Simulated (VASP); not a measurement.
# TiTe2 (P-1) in VASP: a series of runs

TiTe2 is run at these levels: PBE; tasks: single point.

Program: VASP 6.6.1. These are calculated values, not measurements. Logs are shortened: lines on timing, memory, paths and dates and some standing lists are left out, and cuts for length are marked.

**1. The cell of the first run**

The typed cell holds 3 atoms: a = 3.788 Å, b = 3.780 Å, c = 6.516 Å, α = 85.71°, β = 98.58°, γ = 120.07°.

**2. Single point, PBE (strain -0.1500 x Voigt [0, 0, 0, 0, 1, 0])**

The input, INCAR:

```
SYSTEM = TiTe2
ALGO = Normal
EDIFF = 1E-6
ENCUT = 520
GGA = PE
ISIF = 2
ISMEAR = 0
LASPH = .True.
LCHARG = .True.
LELF = .True.
LREAL = .False.
LVHAR = .True.
LWAVE = .False.
NBANDS = 19
NELM = 60
PREC = Accurate
SIGMA = 0.15
```

The input, KPOINTS:

```
k-points
0
Gamma
  12 12 8
  0 0 0
```

The input, POSCAR:

```
TiTe2
1.0
    3.7770008876      0.0000000000     -0.2832750666
   -1.8885004438      3.2709787188      0.1416375333
   -0.4873500000      0.0000000000      6.4980000000
Ti Te
1 2
Direct
    0.0000000000      0.0000000000      0.0000000000
    0.6666666667      0.3333333333      0.2628000000
    0.3333333333      0.6666666667      0.7372000000
```

Potentials or basis: VASP PAW PBE potentials, release 64 (Ti_sv, Te).

Command:

```console
$ cat potpaw_PBE.64/Ti_sv/POTCAR potpaw_PBE.64/Te/POTCAR > POTCAR
$ mpirun -np 1 vasp_std > vasp.out
```

OUTCAR:

```text
SYSTEM = TiTe2
   EDIFF = 1E-6
   ENCUT = 520
   GGA = PE
   ISIF = 2
   ISMEAR = 0
   LASPH = .True.
   LREAL = .False.
   NELM = 60
   PREC = Accurate

 ion  position               nearest neighbor table
   1  0.000  0.000  0.000-   2 2.60   3 2.60   2 2.77   3 2.77   2 2.95   3 2.95
   2  0.667  0.333  0.263-   1 2.60   1 2.77   1 2.95   3 3.55
   3  0.333  0.667  0.737-   1 2.60   1 2.77   1 2.95   2 3.55

  LATTYP: Found a base centered monoclinic cell.
 ALAT       =     3.7876088061
 B/A-ratio  =     1.7271998700
 C/A-ratio  =     1.7204126219
 COS(beta)  =    -0.1491609696

  Lattice vectors:

 A1 = (   1.8885004438,  -3.2709787188,  -0.1416375333)
 A2 = (   1.8885004438,   3.2709787188,  -0.1416375333)
 A3 = (  -0.4873500000,   0.0000000000,   6.4980000000)

Analysis of symmetry for initial positions (statically):
=====================================================================
 Subroutine PRICEL returns:
 Original cell was already a primitive cell.

 Routine SETGRP: Setting up the symmetry group for a
 base centered monoclinic supercell.

 Subroutine GETGRP returns: Found  2 space group operations
 (whereof  2 operations were pure point group operations)
 out of a pool of  4 trial point group operations.

The static configuration has the point symmetry S_2 .

Analysis of symmetry for dynamics (positions and initial velocities):
=====================================================================
 Subroutine PRICEL returns:
 Original cell was already a primitive cell.

 Routine SETGRP: Setting up the symmetry group for a
 base centered monoclinic supercell.

 Subroutine GETGRP returns: Found  2 space group operations
 (whereof  2 operations were pure point group operations)
 out of a pool of  4 trial point group operations.

The dynamic configuration has the point symmetry S_2 .

 Subroutine INISYM returns: Found  2 space group operations
 (whereof  2 operations are pure point group operations),
 and found     1 'primitive' translations

----------------------------------------------------------------------------------------

                                     Primitive cell

  volume of cell :      79.8279

  direct lattice vectors                    reciprocal lattice vectors
     3.777000888  0.000000000 -0.283275067     0.266258031  0.152859448  0.019969352
    -1.888500444  3.270978719  0.141637533     0.000000000  0.305718895  0.000000000
    -0.487350000  0.000000000  6.498000000     0.011607304  0.000000000  0.154764053

  length of vectors
     3.787608806  3.779655658  6.516249997     0.307665606  0.305718895  0.155198717

  position of ions in fractional coordinates (direct lattice)
     0.000000000  0.000000000  0.000000000
     0.666666667  0.333333333  0.262800000
     0.333333333  0.666666667  0.737200000

  ion indices of the primitive-cell ions
   primitive index   ion index
                 1           1
                 2           2
                 3           3

----------------------------------------------------------------------------------------

 KPOINTS: k-points

Automatic generation of k-mesh.
 Grid dimensions read from file:
 generate k-points for:   12   12    8

 Generating k-lattice:

  Cartesian coordinates                     Fractional coordinates (reciprocal lattice)
     0.022188169  0.012738287  0.001664113     0.083333333 -0.000000000  0.000000000
     0.000000000  0.025476575  0.000000000     0.000000000  0.083333333  0.000000000
     0.001450913  0.000000000  0.019345507     0.000000000  0.000000000  0.125000000

  Length of vectors
     0.025638800  0.025476575  0.019399840

  Shift w.r.t. Gamma in fractional coordinates (k-lattice)
     0.000000000  0.000000000  0.000000000

 Subroutine IBZKPT returns following result:
 ===========================================

 Found    580 irreducible k-points:

 Following reciprocal coordinates:
            Coordinates               Weight
  0.000000  0.000000  0.000000      1.000000
  0.083333  0.000000  0.000000      2.000000
 -0.083333  0.083333 -0.000000      2.000000
  0.166667  0.000000  0.000000      2.000000
 -0.166667  0.166667 -0.000000      2.000000
  0.250000  0.000000  0.000000      2.000000
[... 16 lines left out ...]
  0.416667  0.083333  0.000000      2.000000
 -0.416667  0.500000  0.000000      2.000000
 [... further k-points ...]
   k-points           NKPTS =    580   k-points in BZ     NKDIM =    580   number of bands    NBANDS=     19
   number of dos      NEDOS =    301   number of ions     NIONS =      3
   total plane-waves  NPLWV =  37632
   dimension x,y,z NGX =    28 NGY =   28 NGZ =   48
   dimension x,y,z NGXF=    56 NGYF=   56 NGZF=   96
   ions per type =               1   2
   NGX,Y,Z   is equivalent  to a cutoff of  12.29, 12.32, 12.25 a.u.
   NGXF,Y,Z  is equivalent  to a cutoff of  24.58, 24.63, 24.49 a.u.
 SYSTEM =  TiTe2
   PREC   = accura    normal or accurate (medium, high low for compatibility)
   ISTART =      0    job   : 0-new  1-cont  2-samecut
   ICHARG =      2    charge: 1-file 2-atom 10-const
   ISPIN  =      1    spin polarized calculation?
   LNONCOLLINEAR =      F non collinear calculations
   LSORBIT =      F    spin-orbit coupling
   LASPH  =      T    aspherical Exc in radial PAW
   ENCUT  =  520.0 eV  38.22 Ry    6.18 a.u.   7.04  7.03 12.12*2*pi/ulx,y,z
   NELM   =     60;   NELMIN=  2; NELMDL= -5     # of ELM steps
   EDIFF  = 0.1E-05   stopping-criterion for ELM
   LREAL  =      F    real-space projection
   EDIFFG = 0.1E-04   stopping-criterion for IOM
   NSW    =      0    number of steps for IOM
   IBRION =     -1    ionic relax: 0-MD 1-quasi-New 2-CG
   NFREE  =      0    steps in history (QN), initial steepest desc. (CG)
   ISIF   =      2    stress and relaxation
   ISYM   =      2    0-nonsym 1-usesym 2-fastsym
   POTIM  = 0.5000    time-step for ionic-motion
   TEBEG  =    0.0;   TEEND  =   0.0 temperature during run
   PSTRESS=    0.0 pullay stress
   NELECT =      24.0000    total number of electrons
   NUPDOWN=      -1.0000    fix difference up-down
   EMIN   =  10.00;   EMAX   =-10.00  energy-range for DOS
   EFERMI =   0.00;   METHOD = LEGACY
   ISMEAR =     0;   SIGMA  =   0.15  broadening in eV -4-tet -1-fermi 0-gaus
   EFERMI_NEDOS =   21; number of points for ismear=-14 and -15
   IALGO  =     38    algorithm
   IMIX   =      4    mixing-type and parameters
     AMIX     =   0.40;   BMIX     =  1.00
     AMIX_MAG =   1.60;   BMIX_MAG =  1.00
  volume/ion in A,a.u.               =      26.61       179.57
  Fermi-wavevector in a.u.,A,eV,Ry     =   1.096715  2.072490 16.364859  1.202783
  Thomas-Fermi vector in A             =   2.233062
   LORBIT       =      0    0 simple, 1 ext, 2 COOP (PROOUT), +10 PAW based schemes
   GGA     = PE    functional components
   LHFCALC =     F    Hartree Fock is set to
   AEXX    =    0.0000 exact exchange contribution
   IVDW    =     0    specifies the selected vdW correction
   LEPSILON=     F    determine dielectric tensor
   LRPA    =     F    only Hartree local field effects (RPA)
 non-spin polarized calculation
 Gauss-broadening in eV      SIGMA  =   0.15
  energy-cutoff  :      520.00
  volume of cell :       79.83
 maximum number of plane-waves:      2173
   NGX = 15   NGY = 15   NGZ = 25

 number of electron      23.9999998 magnetization

 Free energy of the ion-electron system (eV)
  ---------------------------------------------------
  ext. energy  EPLUGINS =         0.00000000
  ---------------------------------------------------
  free energy    TOTEN  =       -15.87922823 eV

  energy without entropy =      -15.86278396  energy(sigma->0) =      -15.87100609

 E-fermi :   6.9501     XC(G=0):  -9.8758

 val. band max:        6.9499827462   @ k =   0.3333   0.0833   0.2500
 cond. band min:       6.9549849644   @ k =   0.3333  -0.3333  -0.2500
 fundamental gap:      0.0050022182
 Fermi energy:         6.9501234528

 k-point     1 :       0.0000    0.0000    0.0000
  band No.  band energies     occupation
      1     -50.5374      2.00000
      2     -26.8286      2.00000
      3     -26.7916      2.00000
      4     -26.7603      2.00000
      5      -5.5718      2.00000
      6      -3.9726      2.00000
[... 11 lines left out ...]
     18      12.0209      0.00000
     19      13.0296      0.00000

 k-point     2 :       0.0833    0.0000    0.0000
  band No.  band energies     occupation
      1     -50.5372      2.00000
      2     -26.8296      2.00000
      3     -26.7943      2.00000
      4     -26.7595      2.00000
      5      -5.4909      2.00000
      6      -3.9435      2.00000
[... 11 lines left out ...]
     18      12.5503      0.00000
     19      13.4924      0.00000

 k-point     3 :      -0.0833    0.0833   -0.0000
  band No.  band energies     occupation
      1     -50.5373      2.00000
      2     -26.8310      2.00000
      3     -26.7922      2.00000
      4     -26.7598      2.00000
      5      -5.4961      2.00000
      6      -3.9343      2.00000
[... 11 lines left out ...]
     18      12.5814      0.00000
     19      13.3630      0.00000

 k-point     4 :       0.1667    0.0000    0.0000
  band No.  band energies     occupation
      1     -50.5366      2.00000
      2     -26.8324      2.00000
      3     -26.8015      2.00000
      4     -26.7576      2.00000
      5      -5.2553      2.00000
      6      -3.8614      2.00000
[... 11 lines left out ...]
     18      13.0226      0.00000
     19      14.0177      0.00000

 k-point     5 :      -0.1667    0.1667   -0.0000
  band No.  band energies     occupation
      1     -50.5367      2.00000
      2     -26.8377      2.00000
      3     -26.7940      2.00000
      4     -26.7587      2.00000
      5      -5.2753      2.00000
      6      -3.8282      2.00000
[... 11 lines left out ...]
     18      12.9377      0.00000
     19      13.7563      0.00000
[... 334 lines left out ...]
      2     -26.8438      2.00000
      3     -26.8244      2.00000
      4     -26.7506      2.00000
      5      -4.1776      2.00000
      6      -3.5766      2.00000
[... 11 lines left out ...]
     18      12.6163      0.00000
     19      12.9078      0.00000

 k-point    22 :      -0.3333    0.4167   -0.0000
  band No.  band energies     occupation
      1     -50.5350      2.00000
      2     -26.8594      2.00000
      3     -26.8015      2.00000
      4     -26.7541      2.00000
      5      -4.2583      2.00000
      6      -3.4819      2.00000
[... 11 lines left out ...]
     18      12.5486      0.00000
     19      12.7580      0.00000

 k-point    23 :       0.4167    0.0833    0.0000
  band No.  band energies     occupation
      1     -50.5343      2.00000
      2     -26.8490      2.00000
      3     -26.8256      2.00000
      4     -26.7495      2.00000
      5      -3.8164      2.00000
      6      -3.5814      2.00000
[... 11 lines left out ...]
     18      12.4948      0.00000
     19      12.7417      0.00000

 k-point    24 :      -0.4167    0.5000    0.0000
  band No.  band energies     occupation
      1     -50.5346      2.00000
      2     -26.8640      2.00000
      3     -26.8029      2.00000
      4     -26.7531      2.00000
      5      -3.8746      2.00000
      6      -3.5372      2.00000
[... 11 lines left out ...]
     18      12.4770      0.00000
     19      12.6422      0.00000

 [... further k-points ...]
[... 5 lines left out ...]
  --------------------------------------------------------------------------------------
  -------------------------------------------------------------------------------------
  Total        1.5887098      0.8306645      2.0894000      1.5960943      0.8645744      4.3997612
  in kB       31.8860302     16.6717626     41.9350790     32.0342387     17.3523480     88.3049364
  external PRESSURE =      30.1642906 kB  Pullay stress =       0.0000000 kB

 VOLUME and BASIS-vectors are now :
 -----------------------------------------------------------------------------
  energy-cutoff  :      520.00
  volume of cell :       79.83
      direct lattice vectors                 reciprocal lattice vectors
     3.777000888  0.000000000 -0.283275067     0.266258031  0.152859448  0.019969352
    -1.888500444  3.270978719  0.141637533     0.000000000  0.305718895  0.000000000
    -0.487350000  0.000000000  6.498000000     0.011607304  0.000000000  0.154764053

 POSITION                                       TOTAL-FORCE (eV/Angst)
 -----------------------------------------------------------------------------------
      0.00000      0.00000      0.00000        -0.000000      0.000000      0.000000
      1.76042      1.09033      1.56604         1.076171      0.214652      0.363719
     -0.35927      2.18065      4.79033        -1.076171     -0.214652     -0.363719
 -----------------------------------------------------------------------------------
    total drift:                                0.000000     -0.000000     -0.000000

  FREE ENERGIE OF THE ION-ELECTRON SYSTEM (eV)
  ---------------------------------------------------
  free  energy   TOTEN  =       -15.8792282322 eV

  energy  without entropy=      -15.8627839564  energy(sigma->0) =      -15.87100609
```

Run time: 11 min. Hardware: 1 thread of Intel Xeon 6975P-C, shared host; peak memory 0.88 GiB.

What came out:

```
Free energy            : -15.8792 eV
Pressure               : 3.0 GPa
Largest force          : 1.156 eV/Å
Band gap on the k mesh : zero (band 12 reaches 7.43 eV, above the bottom of band 13 at 6.54 eV)
```

Forces in eV/Å, atoms in the order of the input:
```
Ti   0.000  0.000  0.000
Te   1.076  0.215  0.364
Te  -1.076 -0.215 -0.364
```

Levels at points of the mesh, in eV from the Fermi level:
| k point | band 10 | band 11 | band 12 | band 13 | band 14 | band 15 |
| --- | --- | --- | --- | --- | --- | --- |
| (0.00, 0.00, 0.00) | 0.19 | 0.33 | 0.48 | 0.55 | 0.95 | 1.04 |
| (0.50, 0.00, 0.00) | -2.54 | -1.60 | -1.17 | -0.19 | 1.03 | 1.39 |
| (0.50, 0.50, 0.00) | -2.48 | -2.03 | -1.19 | 0.17 | 1.10 | 1.42 |
| (0.00, 0.50, 0.00) | -2.55 | -1.79 | -1.03 | 0.02 | 1.06 | 1.45 |
| (0.00, 0.00, 0.50) | -1.61 | 0.23 | 0.39 | 0.43 | 0.94 | 1.01 |
| (0.50, 0.00, 0.50) | -1.92 | -1.75 | -0.69 | -0.41 | 1.03 | 1.34 |
| (0.50, 0.50, 0.50) | -2.38 | -0.68 | -0.31 | -0.13 | 1.09 | 1.48 |
| (0.00, 0.50, 0.50) | -2.23 | -0.96 | -0.66 | -0.22 | 1.05 | 1.42 |

Caveat: the cell differs from its parent crystal (strain -0.1500 x Voigt [0, 0, 0, 0, 1, 0]); spin-orbit coupling is left out, which moves the levels of the heavy elements; forces of over 1 eV/Å act on the atoms, so gaps and moduli don't describe the material at rest.

**3. Single point, PBE (strain +0.1312 x Voigt [0, 0, 0, 0, 1, 0])**

The input, INCAR:

```
SYSTEM = TiTe2
PREC     = Accurate       ! precision mode
ENCUT    = 520            ! plane-wave cutoff, eV
EDIFF    = 1E-6           ! SCF threshold, eV
ISMEAR   = 0              ! smearing method
SIGMA    = 0.15           ! smearing width, eV
LREAL    = .FALSE.        ! projectors in reciprocal space
LASPH    = .TRUE.         ! aspherical terms in the spheres
NELM     = 100            ! most SCF steps
ALGO     = Normal         ! electronic algorithm
ISIF     = 2              ! what is computed and relaxed
LWAVE    = .FALSE.        ! write WAVECAR
LCHARG   = .FALSE.        ! write CHGCAR
GGA      = PE             ! functional
NBANDS   = 19             ! bands
```

The input, KPOINTS:

```
regular mesh
0
G
  12 12 8
  0 0 0
```

The input, POSCAR:

```
TiTe2
1.0
    3.7770008876      0.0000000000      0.2477712582
   -1.8885004438      3.2709787188     -0.1238856291
    0.4262688000      0.0000000000      6.4980000000
Ti Te
1 2
Direct
    0.0000000000      0.0000000000      0.0000000000
    0.6666666667      0.3333333333      0.2628000000
    0.3333333333      0.6666666667      0.7372000000
```

Potentials or basis: VASP PAW PBE potentials, release 64 (Ti_sv, Te).

Command:

```console
$ cat potpaw_PBE.64/Ti_sv/POTCAR potpaw_PBE.64/Te/POTCAR > POTCAR
$ mpirun -np 1 vasp_std > vasp.out
```

Run time: 11 min. Hardware: 1 thread of Intel Xeon 6975P-C, shared host; peak memory 0.88 GiB.

The run converged. Its results:

| Item | Value |
| --- | --- |
| Free energy | -15.9591 eV |
| Pressure | 2.5 GPa |
| Largest force | 0.983 eV/Å |
| Band gap on the k mesh | zero (band 12 reaches 7.39 eV, above the bottom of band 13 at 6.52 eV) |

Forces on the atoms (eV/Å):
```
Ti   0.000  0.000  0.000
Te  -0.927  0.163  0.286
Te   0.927 -0.163 -0.286
```

Stress tensor (GPa, compression positive):
```
 2.57 -2.72 -7.65
-2.72  1.40  1.33
-7.65  1.33  3.56
```

Levels at points of the mesh, in eV from the Fermi level:
```csv
k point,band 8,band 9,band 10,band 11,band 12,band 13,band 14,band 15,band 16,band 17
"(0.00, 0.00, 0.00)",-1.92,-1.62,0.22,0.33,0.47,0.56,0.96,1.04,2.86,3.18
"(0.50, 0.00, 0.00)",-3.92,-2.61,-2.46,-2.01,-1.18,0.15,1.10,1.43,2.15,3.47
"(0.50, 0.50, 0.00)",-3.81,-2.58,-2.55,-1.62,-1.17,-0.17,1.05,1.40,2.73,3.10
"(0.00, 0.50, 0.00)",-3.73,-2.87,-2.52,-1.79,-1.06,0.02,1.07,1.45,2.41,3.06
"(0.00, 0.00, 0.50)",-2.68,-1.80,-1.61,0.25,0.42,0.43,0.93,1.01,3.00,3.84
"(0.50, 0.00, 0.50)",-4.72,-2.84,-2.33,-0.67,-0.39,-0.15,1.10,1.47,2.67,3.09
"(0.50, 0.50, 0.50)",-4.47,-2.11,-1.93,-1.65,-0.68,-0.40,1.05,1.35,2.44,3.59
"(0.00, 0.50, 0.50)",-4.62,-2.45,-2.19,-0.97,-0.66,-0.24,1.07,1.42,2.45,3.50
```

Caveat: the cell differs from its parent crystal (strain +0.1312 x Voigt [0, 0, 0, 0, 1, 0]); spin-orbit coupling is left out, which moves the levels of the heavy elements.
